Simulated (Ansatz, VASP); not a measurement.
Re2P3: VASP beside Ansatz

```
Re P
1.0
     2.94014    0.00000    0.00000
    -1.47007    2.54624    0.00000
     0.00000    0.00000    9.46224
Re P
2 3
Direct
  0.33333 0.66667 0.80081
  0.66667 0.33333 0.19919
  0.66667 0.33333 0.62342
  0.00000 0.00000 0.00000
  0.33333 0.66667 0.37658
```

Alike in both runs: functional PBE; dispersion D3(BJ); k mesh 12 × 12 × 4; occupations gaussian, width 0.1 eV; no spin polarisation.

Ansatz relaxed the structure, and its values are those at the end. VASP's run is a single point on that final structure, the one shown.

|  | VASP | Ansatz |
| --- | --- | --- |
| version | VASP 6.6.1 | Ansatz 0.2.0 |
| potentials or method | VASP PAW PBE potentials, release 64 (Re, P), cutoff 520 eV | scalar-relativistic, plane waves, PAW |
| valence electrons in the cell | 29 | 45 |

```tsv
	VASP	Ansatz	Ansatz less VASP
gap on the k mesh at the Fermi level (eV)	none	none	-
pressure (GPa)	0.7	0.0	-0.71
rms of the force components (eV/Å)	0.027	0.001	-0.0260
```

A gap of «none» marks a metal or a gap that the smearing closes. VASP's potentials hold 29 valence electrons a cell and Ansatz's 45, so a difference there can come from the potentials and not from the codes.

Neither program's run includes spin-orbit coupling.
